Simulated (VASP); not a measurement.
A run of VASP 6.6.1 is set up as follows.

File INCAR:

```
SYSTEM = MgS
  PREC = Accurate
  ENCUT = 520
  EDIFF = 1E-6
  ISMEAR = 0
  SIGMA = 0.01
  LREAL = .False.
  LASPH = .True.
  NELM = 80
  ALGO = Normal
  ISIF = 2
  LWAVE = .False.
  LCHARG = .True.
  GGA = PE
  LELF = .True.
  LVHAR = .True.
  NBANDS = 11
```

Contents of KPOINTS:

```
regular mesh
0
Gamma
  6 6 6
  0 0 0
```

The input POSCAR:

```
MgS
1.0
    0.0000000000      2.8486069976      2.8486069976
    2.8486069976      0.0000000000      2.8486069976
    2.8486069976      2.8486069976      0.0000000000
Mg S
1 1
Direct
    0.0000000000      0.0000000000      0.0000000000
    0.7500000000      0.7500000000      0.7500000000
```

Potentials or basis: VASP PAW PBE potentials, release 64 (Mg, S).

Launch:

```sh
$ cat potpaw_PBE.64/Mg/POTCAR potpaw_PBE.64/S/POTCAR > POTCAR
$ mpirun -np 1 vasp_std > vasp.out
```

(1) Predict the band gap on the k mesh.

(2) What does it give for the pressure?

Answers

(1) 3.37 eV, direct.

(2) -0.1 GPa.
